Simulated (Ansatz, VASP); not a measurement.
**Two plane-wave programs on MgS**

File INCAR:

```
SYSTEM = MgS
PREC = Accurate
ENCUT = 600
EDIFF = 1E-6
ISMEAR = 0
SIGMA = 0.02
LREAL = .FALSE.
LASPH = .TRUE.
NELM = 120
ALGO = Normal
ISIF = 2
LWAVE = .FALSE.
LCHARG = .TRUE.
GGA = PS
LELF = .TRUE.
LVHAR = .TRUE.
NBANDS = 11
GGA_COMPAT = .FALSE.
```

KPOINTS

```
Automatic mesh
0
G
  4 4 4
  0 0 0
```

The input POSCAR:

```
MgS
1.0
    0.0000000000      2.6016500000      2.6016500000
    2.6016500000      0.0000000000      2.6016500000
    2.6016500000      2.6016500000      0.0000000000
Mg S
1 1
Direct
    0.0029374645     -0.0013627728     -0.0008885098
    0.4977730793      0.5010331314      0.5006735880
```

Input for Ansatz:

```yaml
crystal:
  lattice:
    - [0.0, 2.60165, 2.60165]
    - [2.60165, 0.0, 2.60165]
    - [2.60165, 2.60165, 0.0]
  atoms:
    - { symbol: Mg, position: [0.002937464489665262, -0.0013627727869156348, -0.0008885098225229972] }
    - { symbol: S, position: [0.49777307934472415, 0.5010331314499127, 0.5006735880322564] }
kpoints:
  mp_grid:
    grid: [4, 4, 4]
hamiltonian:
  xc: pbesol
scf:
  occupations:
    method: gaussian
    width: 0.02
output:
  forces: true
```

Alike in both runs: task single point; functional PBEsol; k mesh 4 × 4 × 4; occupations gaussian, width 0.02 eV; no spin polarisation.

```csv
,VASP,Ansatz
version,VASP 6.6.1,Ansatz 0.2.0
potentials or method,"VASP PAW PBE potentials, release 64 (Mg, S)","plane waves, PAW"
plane-wave cutoff (eV),600,420
valence electrons in the cell,8,16
```

```csv
,VASP,Ansatz,Ansatz less VASP
rms of the force components (eV/Å),0.025,0.025,0.0000
```

VASP's potentials were made for PBE, not for PBEsol. Atom by atom the forces differ by 0.000 eV/Å (rms over components). With one functional, cell and mesh, what is left measures potentials, basis and numerics. VASP's potentials hold 8 valence electrons a cell and Ansatz's 16, so a difference there can come from the potentials and not from the codes.

The k mesh is coarse, so the values compare programs but aren't converged.
